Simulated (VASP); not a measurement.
# Si3Ni7 in VASP: a series of runs

Si3Ni7 is run at these levels: PBE; tasks: single point.

All numbers are computed with VASP 6.6.1; they aren't measurements. Logs are shortened: lines on timing, memory, paths and dates and some standing lists are left out, and cuts for length are marked.

## (1) The cell of the first run

The cell holds a disordered packing, 20 atoms: a = 6.320 Å, b = 6.282 Å, c = 6.318 Å, α = 88.06°, β = 91.77°, γ = 89.07°.

## (2) Single point, PBE

File INCAR:

```
  PREC = Accurate
  ENCUT = 400
  EDIFF = 1E-6
  ISMEAR = -1
  SIGMA = 0.1543
  LREAL = Auto
  LASPH = True
  NELM = 120
  ALGO = Normal
  ISIF = 2
  LWAVE = False
  LCHARG = False
  GGA = PE
  ISYM = -1
  NBANDS = 98
  GGA_COMPAT = False
```

File KPOINTS:

```
explicit points
1
Reciprocal
  0.25000000   0.25000000   0.25000000 1
```

File POSCAR:

```
Si3Ni7
1.0
    6.3191000000      0.0520890000     -0.0979460000
    0.0520890000      6.2804780000      0.1071670000
   -0.0979460000      0.1071670000      6.3162060000
Ni Si
14 6
Direct
    0.1715094817      0.1889982524      0.6958660455
    0.3881701149      0.6380688358      0.3236287396
    0.4988624164      0.3896017374      0.7532973321
    0.3625381860      0.1904280802      0.3971500548
    1.0206788531      0.4813530835      0.4660521277
    0.1527418577      0.3891478229      0.0963121927
    0.6873471031      0.6559434400      0.6067579824
    0.9501312001      0.6939443565      0.1244352410
    0.6805205810      0.8878238426      0.2244651063
    0.7428758117      0.0944357256      0.5744757725
    0.0465520593      0.8589620737      0.4100585382
    0.2850832874      0.9362129103      0.0144793629
    0.2567528512      0.6542957298      0.7193918318
    0.6940541247      0.3921200035      0.2471316643
    0.4485553878      0.8994458579      0.5480630764
    0.9085815565      0.4106588851      0.7944124762
    0.9857375802      0.1653997082      0.3154579921
    0.5520884579      0.6511837110     -0.0117546117
    0.5249194182      0.1875934893      0.0431447179
    0.9832135073      0.8277963407      0.7945047042
```

Potentials or basis: VASP PAW PBE potentials, release 64 (Ni, Si).

On the command line:

```console
cat potpaw_PBE.64/Ni/POTCAR potpaw_PBE.64/Si/POTCAR > POTCAR
mpirun -np 1 vasp_std > vasp.out
```

OUTCAR:

```text
PREC = Accurate
   ENCUT = 400
   EDIFF = 1E-6
   ISMEAR = -1
   LREAL = Auto
   LASPH = True
   NELM = 120
   ISIF = 2
   GGA = PE
   ISYM = -1

 ion  position               nearest neighbor table
   1  0.172  0.189  0.696-  16 2.27   4 2.27   5 2.46   3 2.46  12 2.60  20 2.64  17 2.65  15 2.71
                             6 2.87  10 2.87  11 2.90  13 2.99  19 3.08
   2  0.388  0.638  0.324-  15 2.24  18 2.39   9 2.52  14 2.52   7 2.57   6 2.61  11 2.63  13 2.66
                             5 2.70  12 2.72   4 2.84   8 3.02
   3  0.499  0.390  0.753-  19 2.19  13 2.24   7 2.26  18 2.27   1 2.46  16 2.60  10 2.69   4 2.73
[... 33 lines left out ...]
  20  0.983  0.828  0.795-  13 2.10   8 2.24  12 2.44   7 2.47  11 2.48  10 2.58   1 2.64  16 2.67
                             5 3.07

IMPORTANT INFORMATION: All symmetrisations will be switched off!
NOSYMM: (Re-)initialisation of all symmetry stuff for point group C_1.

----------------------------------------------------------------------------------------

                                     Primitive cell

  volume of cell :     250.5200

  direct lattice vectors                    reciprocal lattice vectors
     6.319100000  0.052089000 -0.097946000     0.158299960 -0.001355187  0.002477766
     0.052089000  6.280478000  0.107167000    -0.001355187  0.159281262 -0.002723538
    -0.097946000  0.107167000  6.316206000     0.002477766 -0.002723538  0.158407525

  length of vectors
     6.320073694  6.281608229  6.317874359     0.158325150  0.159310310  0.158450311

  position of ions in fractional coordinates (direct lattice)
     0.171509482  0.188998252  0.695866045
     0.388170115  0.638068836  0.323628740
     0.498862416  0.389601737  0.753297332
     0.362538186  0.190428080  0.397150055
     0.020678853  0.481353083  0.466052128
     0.152741858  0.389147823  0.096312193
[... 12 lines left out ...]
     0.524919418  0.187593489  0.043144718
     0.983213507  0.827796341  0.794504704

  ion indices of the primitive-cell ions
   primitive index   ion index
                 1           1
                 2           2
                 3           3
                 4           4
                 5           5
                 6           6
[... 12 lines left out ...]
                19          19
                20          20

----------------------------------------------------------------------------------------

 KPOINTS: explicit points

Read explicit list of k-points.

[... 27 lines left out ...]
   IBRION =     -1    ionic relax: 0-MD 1-quasi-New 2-CG
   NFREE  =      0    steps in history (QN), initial steepest desc. (CG)
   ISIF   =      2    stress and relaxation
   ISYM   =     -1    0-nonsym 1-usesym 2-fastsym
   POTIM  = 0.5000    time-step for ionic-motion
   TEBEG  =    0.0;   TEEND  =   0.0 temperature during run
   PSTRESS=    0.0 pullay stress
   NELECT =     164.0000    total number of electrons
   NUPDOWN=      -1.0000    fix difference up-down
   EMIN   =  10.00;   EMAX   =-10.00  energy-range for DOS
   EFERMI =   0.00;   METHOD = LEGACY
   ISMEAR =    -1;   SIGMA  =   0.15  broadening in eV -4-tet -1-fermi 0-gaus
   EFERMI_NEDOS =   21; number of points for ismear=-14 and -15
   IALGO  =     38    algorithm
   IMIX   =      4    mixing-type and parameters
     AMIX     =   0.40;   BMIX     =  1.00
     AMIX_MAG =   1.60;   BMIX_MAG =  1.00
  volume/ion in A,a.u.               =      12.53        84.53
  Fermi-wavevector in a.u.,A,eV,Ry     =   1.421484  2.686215 27.492160  2.020617
  Thomas-Fermi vector in A             =   2.542289
   LORBIT       =      0    0 simple, 1 ext, 2 COOP (PROOUT), +10 PAW based schemes
   GGA     = PE    functional components
   LHFCALC =     F    Hartree Fock is set to
   AEXX    =    0.0000 exact exchange contribution
   IVDW    =     0    specifies the selected vdW correction
   LEPSILON=     F    determine dielectric tensor
   LRPA    =     F    only Hartree local field effects (RPA)
 non-spin polarized calculation
  energy-cutoff  :      400.00
  volume of cell :      250.52
 maximum number of plane-waves:      4547
 NGX is ok and might be reduce to    42
   NGX = 21   NGY = 21   NGZ = 21

 number of electron     164.0000019 magnetization

 Free energy of the ion-electron system (eV)
  ---------------------------------------------------
  ext. energy  EPLUGINS =         0.00000000
  ---------------------------------------------------
  free energy    TOTEN  =      -111.93678408 eV

  energy without entropy =     -110.67257779  energy(sigma->0) =     -111.30468093

 E-fermi :   8.7434     XC(G=0): -12.1304

 val. band max:        8.5870087686   @ k =   0.2500   0.2500   0.2500
 cond. band min:       8.7960422571   @ k =   0.2500   0.2500   0.2500
 fundamental gap:      0.2090334885
 Fermi energy:         8.7434178820

 k-point     1 :       0.2500    0.2500    0.2500
  band No.  band energies     occupation
      1      -2.0789      2.00000
      2      -0.7222      2.00000
      3      -0.5839      2.00000
      4      -0.1810      2.00000
      5       0.7524      2.00000
      6       1.1502      2.00000
[... 86 lines left out ...]
     93      11.6334      0.00000
     94      11.9291      0.00000
 [bands above 94 left out]

------------------------ aborting loop because EDIFF is reached ----------------------------------------

  FORCE on cell =-STRESS in cart. coord.  units (eV):
  Direction    XX          YY          ZZ          XY          YZ          ZX
  --------------------------------------------------------------------------------------
  -------------------------------------------------------------------------------------
  Total       -6.8253514      7.2519016     -5.8864825     -4.9170249     -2.7237200     -0.5408100
  in kB      -43.6508969     46.3788588    -37.6464484    -31.4463729    -17.4192964     -3.4586999
  external PRESSURE =     -11.6394955 kB  Pullay stress =       0.0000000 kB

 VOLUME and BASIS-vectors are now :
 -----------------------------------------------------------------------------
  energy-cutoff  :      400.00
  volume of cell :      250.52
      direct lattice vectors                 reciprocal lattice vectors
     6.319100000  0.052089000 -0.097946000     0.158299960 -0.001355187  0.002477766
     0.052089000  6.280478000  0.107167000    -0.001355187  0.159281262 -0.002723538
    -0.097946000  0.107167000  6.316206000     0.002477766 -0.002723538  0.158407525

 POSITION                                       TOTAL-FORCE (eV/Angst)
 -----------------------------------------------------------------------------------
      1.02547      1.27051      4.39869        -0.633476     -0.977708      1.379014
      2.45442      4.06228      2.07447        -0.860961     -0.800904     -0.116274
      3.09887      2.55360      4.75087         0.861820     -2.359191     -0.401063
      2.26194      1.25742      2.49338         0.375877      1.683617     -1.841063
      0.11010      3.07415      2.99324         0.476536     -0.177166     -0.532471
      0.97603      2.46231      0.63507         0.770379     -0.629754     -1.309623
[... 12 lines left out ...]
      3.32256      1.21014      0.24120        -0.657519     -0.424977     -0.171491
      6.17832      5.33532      5.01067        -1.927665      1.935283     -0.492515
 -----------------------------------------------------------------------------------
    total drift:                               -0.000929      0.001296      0.000567

  FREE ENERGIE OF THE ION-ELECTRON SYSTEM (eV)
  ---------------------------------------------------
  free  energy   TOTEN  =      -111.9367840835 eV

  energy  without entropy=     -110.6725777850  energy(sigma->0) =     -111.30468093
```

OSZICAR:

```text
N       E                     dE             d eps       ncg     rms          rms(c)
DAV:   1     0.119168167495E+04    0.11917E+04   -0.58862E+04   196   0.177E+03
DAV:   2     0.897128817728E+01   -0.11827E+04   -0.11467E+04   196   0.414E+02
DAV:   3    -0.122074248463E+03   -0.13105E+03   -0.12045E+03   198   0.165E+02
[... 19 lines left out ...]
DAV:  23    -0.111936789022E+03    0.45696E-05   -0.84024E-05   208   0.131E-01    0.351E-02
DAV:  24    -0.111936787753E+03    0.12691E-05   -0.23796E-05   216   0.710E-02    0.254E-02
DAV:  25    -0.111936786383E+03    0.13698E-05   -0.88536E-06   200   0.539E-02    0.203E-02
DAV:  26    -0.111936784095E+03    0.22878E-05   -0.74425E-06   208   0.366E-02    0.102E-02
DAV:  27    -0.111936784083E+03    0.11978E-07   -0.30125E-06   104   0.264E-02
   1 F= -.11193678E+03 E0= -.11130468E+03  d E =-.126421E+01
```

stdout:

```text
POSCAR found type information on POSCAR NiSi
 POSCAR found :  2 types and      20 ions
 scaLAPACK will be used
 LDA part: xc-table for (Slater+PW92), standard interpolation
 POSCAR, INCAR and KPOINTS ok, starting setup
 FFT: planning ... GRIDC
 FFT: planning ... GRID_SOFT
 FFT: planning ... GRID
 WAVECAR not read
 entering main loop
```

Wall time 99 s (1 thread of Intel Xeon 8259CL, shared host); peak memory 0.22 GiB.

What came out:

| Quantity | Value |
| --- | --- |
| Free energy | -111.9368 eV |
| Pressure | -1.2 GPa |
| Largest force | 2.872 eV/Å |

Forces on the atoms (eV/Å):
```
Ni  -0.633 -0.978  1.379
Ni  -0.861 -0.801 -0.116
Ni   0.862 -2.359 -0.401
Ni   0.376  1.684 -1.841
Ni   0.477 -0.177 -0.532
Ni   0.770 -0.630 -1.310
Ni   1.682  0.510 -0.183
Ni   0.006 -1.051 -1.881
Ni  -1.419  1.335  0.691
Ni   0.825  0.344  0.758
Ni   1.482 -0.841  2.312
Ni  -0.391 -0.677  0.432
Ni   0.587 -0.172  0.170
Ni   0.584  0.810  0.848
Si  -0.891  0.139  0.416
Si  -0.481 -0.444  1.057
Si  -0.262  1.550 -1.053
Si  -0.127  0.248 -0.080
Si  -0.658 -0.425 -0.171
Si  -1.928  1.935 -0.493
```

Caveat: the atoms stand as in a frame of molecular dynamics.

## (3) Single point, PBE

File INCAR:

```
SYSTEM = Si3Ni7
PREC = Accurate ; ENCUT = 400
EDIFF = 1E-6 ; ISMEAR = -1
SIGMA = 0.1543 ; LREAL = Auto
LASPH = .TRUE. ; NELM = 120
ALGO = Normal ; ISIF = 2
LWAVE = .FALSE. ; LCHARG = .TRUE.
GGA = PE ; LELF = .TRUE.
LVHAR = .TRUE. ; NBANDS = 98
ISYM = -1 ; GGA_COMPAT = .FALSE.
```

KPOINTS is that of step 2.

File POSCAR:

```
Si3Ni7
1.0
    6.3191000000      0.0520890000     -0.0979460000
    0.0520890000      6.2804780000      0.1071670000
   -0.0979460000      0.1071670000      6.3162060000
Ni Si
14 6
Direct
    0.2043551578      0.1526562795      0.7304575017
    0.4183700272      0.6718468241      0.3776659378
    0.5061337394      0.4039655486      0.6391263995
    0.3546380705      0.2142101498      0.3323609333
    1.0787990625      0.4691936882      0.4295426674
    0.1157037313      0.3484843314      0.0268173168
    0.7993564296      0.7274939169      0.5417132412
    1.0065443082      0.6893869127      0.0869929609
    0.6762555045      0.9276424988      0.2711303048
    0.7624665515      0.1734304270      0.5183489155
    0.1305407696      0.9048460116      0.4617820118
    0.3259973218      0.9583970197      0.0799381148
    0.2607018173      0.6661343571      0.7841884954
    0.7335921540      0.4552969207      0.2666177468
    0.4871593825      0.9642393097      0.5799227699
    0.8974105313      0.4325886586      0.7401833542
    0.9562877935      0.1593385409      0.2364974687
    0.5592096477      0.6568582992      0.0204375562
    0.5235215020      0.2441632266     -0.0311708332
    0.9318090924      0.9268141242      0.7770981637
```

Potentials or basis: VASP PAW PBE potentials, release 64 (Ni, Si).

On the command line:

```console
cat potpaw_PBE.64/Ni/POTCAR potpaw_PBE.64/Si/POTCAR > POTCAR
mpirun -np 1 vasp_std > vasp.out
```

Run time: 1.9 min. Hardware: 1 thread of Intel Xeon 8259CL, shared host; peak memory 0.22 GiB.

It converged, with:

| Quantity | Value |
| --- | --- |
| Free energy | -111.7451 eV |
| Pressure | -3.2 GPa |
| Largest force | 3.547 eV/Å |

Forces in eV/Å, atoms in the order of the input:
```
Ni   0.374  0.745 -0.200
Ni  -0.767 -0.561 -0.258
Ni   0.557  0.131  0.729
Ni   0.407  0.997  0.141
Ni   0.886  0.093  0.352
Ni   1.478  0.727 -0.899
Ni  -0.555 -1.199  0.632
Ni  -0.800  1.750  0.053
Ni  -0.142  0.337 -3.528
Ni   1.310 -0.423  2.190
Ni  -0.481 -0.372 -0.951
Ni  -0.667 -0.988 -1.159
Ni  -0.027  0.448 -0.324
Ni  -0.894  0.045 -0.627
Si  -0.894 -0.721  0.357
Si   0.368 -0.226  0.531
Si   0.185 -1.471  0.483
Si  -0.836  0.735 -0.146
Si  -0.533 -0.064  1.220
Si   1.029  0.018  1.404
```

Stress tensor (GPa, compression positive):
```
-6.24  0.22 -1.97
 0.22 -2.54 -0.35
-1.97 -0.35 -0.85
```

Levels at points of the mesh, in eV from the Fermi level:
```
           k point  band 80  band 81  band 82  band 83  band 84  band 85  band 86  band 87
(0.25, 0.25, 0.25)    -0.29    -0.27    -0.11    -0.01     0.16     0.24     0.60     0.79
```

Caveat: the atoms stand as in a frame of molecular dynamics. Spin polarisation is off, so any magnetic state and its effect on volume and gap are missing.

## (4) Single point, PBE

File INCAR:

```
PREC = Accurate
ENCUT = 400
EDIFF = 1E-6
ISMEAR = -1
SIGMA = 0.1543
LREAL = Auto
LASPH = T
NELM = 120
ALGO = Normal
ISIF = 2
LWAVE = F
LCHARG = T
GGA = PE
LELF = T
LVHAR = T
NBANDS = 98
ISYM = -1
GGA_COMPAT = F
```

KPOINTS is that of step 3.

File POSCAR:

```
Si3Ni7
1.0
    6.3191000000      0.0520890000     -0.0979460000
    0.0520890000      6.2804780000      0.1071670000
   -0.0979460000      0.1071670000      6.3162060000
Ni Si
14 6
Direct
    0.2875864617      0.2028218309      0.7112531061
    0.4155916319      0.7329492728      0.3348648798
    0.6093956033      0.3947958854      0.5951675375
    0.3797666408      0.1857547977      0.3238535664
    1.1434855948      0.4817577024      0.4359861462
    0.1748977068      0.4001047377      0.0434438817
    0.7779590206      0.7228538210      0.5888507909
    0.9988570000      0.7292234328      0.1964019793
    0.6943827512      0.9724197385      0.1281973240
    0.8258220934      0.1263331490      0.5393375748
    0.1201236947      0.8810016789      0.5235960209
    0.2312427841      0.9564127275      0.0026939310
    0.2603650061      0.6646098076      0.7474462473
    0.6579534510      0.3998937933      0.2341363614
    0.5082131469      0.9551077609      0.6226114873
    0.9369639351      0.4108916396      0.7510948575
    0.9969313905      0.1442666690      0.2596620211
    0.5697945549      0.6813927584     -0.0134580348
    0.4982243337      0.2585719293     -0.0519966096
    0.9353757703      0.9034202815      0.8056305437
```

On the command line:

```console
cat potpaw_PBE.64/Ni/POTCAR potpaw_PBE.64/Si/POTCAR > POTCAR
mpirun -np 1 vasp_std > vasp.out
```

Run time: 1.7 min. Hardware: 1 thread of Intel Xeon 8259CL, shared host; peak memory 0.22 GiB.

Results (log left out):

```
Free energy   : -111.0316 eV
Pressure      : -1.4 GPa
Largest force : 3.810 eV/Å
```

Forces on the atoms (eV/Å):
```
Ni  -2.746  0.700 -2.085
Ni   0.529 -0.290 -0.250
Ni  -2.419  0.854  1.531
Ni  -0.348 -1.105  0.385
Ni  -0.560 -0.862  0.256
Ni  -0.628 -0.083  0.019
Ni  -0.835 -1.400 -1.874
Ni  -0.749  0.158 -1.005
Ni  -0.227  0.809  0.621
Ni  -0.280 -0.084  0.719
Ni   0.361  2.133 -3.071
Ni   0.794  0.078  0.870
Ni   2.217 -2.314  2.060
Ni   1.592  0.671 -1.161
Si  -0.649 -0.532 -0.944
Si   0.935 -0.001  0.185
Si   1.469  0.476 -1.691
Si  -0.690 -0.344 -0.064
Si   1.739  0.169  2.108
Si   0.495  0.966  3.391
```

Stress tensor (GPa, compression positive):
```
-2.63 -1.87  1.45
-1.87 -2.78 -1.57
 1.45 -1.57  1.22
```

Levels at points of the mesh, in eV from the Fermi level:
| k point | band 78 | band 79 | band 80 | band 81 | band 82 | band 83 | band 84 | band 85 | band 86 | band 87 |
| --- | --- | --- | --- | --- | --- | --- | --- | --- | --- | --- |
| (0.25, 0.25, 0.25) | -0.44 | -0.38 | -0.30 | -0.19 | -0.13 | 0.02 | 0.16 | 0.24 | 0.60 | 0.78 |

Caveat: the atoms stand as in a frame of molecular dynamics. Spin polarisation is off, so any magnetic state and its effect on volume and gap are missing.

## (5) The runs side by side

```tsv
cell	pressure (GPa)	largest force (eV/Å)
as given, atomic positions A	-1.2	2.87
as given, atomic positions B	-3.2	3.55
as given, atomic positions C	-1.4	3.81
```

Alike in all rows: task single point; level PBE; potentials or basis VASP PAW PBE potentials, release 64 (Ni, Si); no spin polarisation; k mesh 1 × 1 × 1, shifted; cutoff (eV) 400; smearing fermi-dirac 0.1543 eV.

Caveats: the atoms stand as in a frame of molecular dynamics.

Total energies depend on the potentials used, so only differences within one code and one set of settings carry meaning.
